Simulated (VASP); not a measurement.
Si, 2 atoms in the cell. Symmetry: P6_3/mmc, No. 194, hexagonal system. The conventional cell has a = 2.476 Å, b = 2.476 Å, c = 4.207 Å, α = 90.00°, β = 90.00°, γ = 120.00°. Within 3.3 Å of Si (site symmetry -6m2) lie 12 Si at 2.48 to 2.54 Å. 

```yaml
Program: VASP 6.6.1
Task: single point
Functional: PBE
Potentials_or_basis: VASP PAW PBE potentials, release 64 (Si)
Cutoff: 500 eV
k_mesh: 13 × 13 × 7
Occupations: methfessel-paxton, width 0.1 eV
Spin: no spin polarisation
Dipole_correction: no
Further_INCAR_settings: ALGO = Normal; EDIFF = 1e-06; NBANDS = 11
```

Potentials or basis: VASP PAW PBE potentials, release 64 (Si).

Command:

```bash
$ cat potpaw_PBE.64/Si/POTCAR > POTCAR
$ mpirun -np 1 vasp_std > vasp.out
```

Hardware: 1 thread of Intel(R) Xeon(R) 6975P-C (Granite Rapids), with other jobs on the host.

How long does it take, and how much memory?

Wall time 5.4 s on 1 thread of Intel(R) Xeon(R) 6975P-C (Granite Rapids), on a shared host, peak memory 0.13 GiB. Counts: scf iterations 10, k points 84.
